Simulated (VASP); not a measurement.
Here is a VASP 6.6.1 calculation.

Contents of INCAR:

```
ALGO     = Normal         # electronic algorithm
EDIFF    = 1E-6           # SCF threshold, eV
ENCUT    = 500            # plane-wave cutoff, eV
GGA      = PE             # functional
GGA_COMPAT= F            
ISIF     = 2              # what is computed and relaxed
ISMEAR   = -1             # smearing method
IVDW     = 12             # dispersion correction
LASPH    = T              # aspherical terms in the spheres
LCHARG   = F              # write CHGCAR
LREAL    = F              # projectors in reciprocal space
LWAVE    = F              # write WAVECAR
NBANDS   = 17             # bands
NELM     = 120            # most SCF steps
PREC     = Accurate       # precision mode
SIGMA    = 0.008617333262145177 # smearing width, eV
```

The input KPOINTS:

```
k-points
0
Gamma
  4 4 4
```

POSCAR

```
SnTe
1.0
    0.0000000000      3.6111460000      3.6111460000
    3.6111460000      0.0000000000      3.6111460000
    3.6111460000      3.6111460000      0.0000000000
Sn Te
1 1
Direct
    0.0000000000      0.0000000000      0.0000000000
    0.7500000000      0.7500000000      0.7500000000
```

Potentials or basis: VASP PAW PBE potentials, release 64 (Sn_d, Te).

The run is started by

```console
$ cat potpaw_PBE.64/Sn_d/POTCAR potpaw_PBE.64/Te/POTCAR > POTCAR
$ mpirun -np 1 vasp_std > vasp.out
```

(1) Estimate the band gap on the k mesh.

(2) Estimate the dispersion energy per atom.

Answers

(1) 0.09 eV, indirect (least direct gap 0.80 eV).

(2) -0.270 eV.

Caveat: spin-orbit coupling is left out, which moves the levels of the heavy elements.
